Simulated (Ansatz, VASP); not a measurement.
**HfN: VASP beside Ansatz**

POSCAR

```
HfN
1.0
    0.0000000000      2.3320809000      2.5775631000
    2.3320809000      0.0000000000      2.5775631000
    2.3320809000      2.3320809000      0.0000000000
Hf N
1 1
Direct
    0.0000000000      0.0000000000      0.0000000000
    0.7500000000      0.7500000000      0.7500000000
```

File INCAR.step1:

```
PREC = Accurate ; ENCUT = 520
ISMEAR = 0 ; SIGMA = 0.15
LREAL = False ; LASPH = True
NELM = 80 ; NBANDS = 14
GGA = PE ; ALGO = Normal
EDIFF = 1E-4 ; LWAVE = True
LCHARG = False
```

INCAR.step2

```
PREC = Accurate ; ENCUT = 520
EDIFF = 1E-6 ; ISMEAR = 0
SIGMA = 0.15 ; LREAL = False
LASPH = True ; NELM = 80
ALGO = Normal ; ISIF = 2
LWAVE = False ; LCHARG = False
METAGGA = R2SCAN ; LMIXTAU = True
NBANDS = 14 ; ISTART = 1
```

KPOINTS

```
Automatic mesh
0
Gamma
  16 16 16
```

Input for Ansatz:

```yaml
crystal:
  lattice:
    - [0.0, 2.3320809, 2.5775631]
    - [2.3320809, 0.0, 2.5775631]
    - [2.3320809, 2.3320809, 0.0]
  atoms:
    - { symbol: Hf, position: [0.0, 0.0, 0.0] }
    - { symbol: "N", position: [0.75, 0.75, 0.75] }
basis:
  ecutwfc: 500
kpoints:
  mp_grid: { grid: [16, 16, 16] }
hamiltonian:
  xc: r2scan
scf:
  occupations: { method: gaussian, width: 0.15 }
output:
  forces: true
  stress: true
  eigenvalues: true
```

Change from the starting cell: strain -0.050 along x and y, +0.050 along z, atoms carried along.

Alike in both runs: task single point; functional r2SCAN; k mesh 16 × 16 × 16; occupations gaussian, width 0.15 eV; no spin polarisation.

|  | VASP | Ansatz |
| --- | --- | --- |
| version | VASP 6.6.1 | Ansatz 0.2.0 |
| potentials or method | VASP PAW PBE potentials, release 64 (Hf_pv, N), cutoff 520 eV | scalar-relativistic, plane waves, PAW |
| valence electrons in the cell | 15 | 31 |

|  | VASP | Ansatz | Ansatz less VASP |
| --- | --- | --- | --- |
| gap on the k mesh at the Fermi level (eV) | none | none | - |
| pressure (GPa) | 7.6 | 8.9 | +1.30 |
| traceless stress, the component that is largest in VASP (GPa) | -12.57 | -12.48 | +0.089 |

VASP's potentials were made for PBE, not for r2SCAN. A gap of «none» marks a metal or a gap that the smearing closes. VASP's potentials hold 15 valence electrons a cell and Ansatz's 31, so a difference there can come from the potentials and not from the codes.

Neither program's run includes spin-orbit coupling.
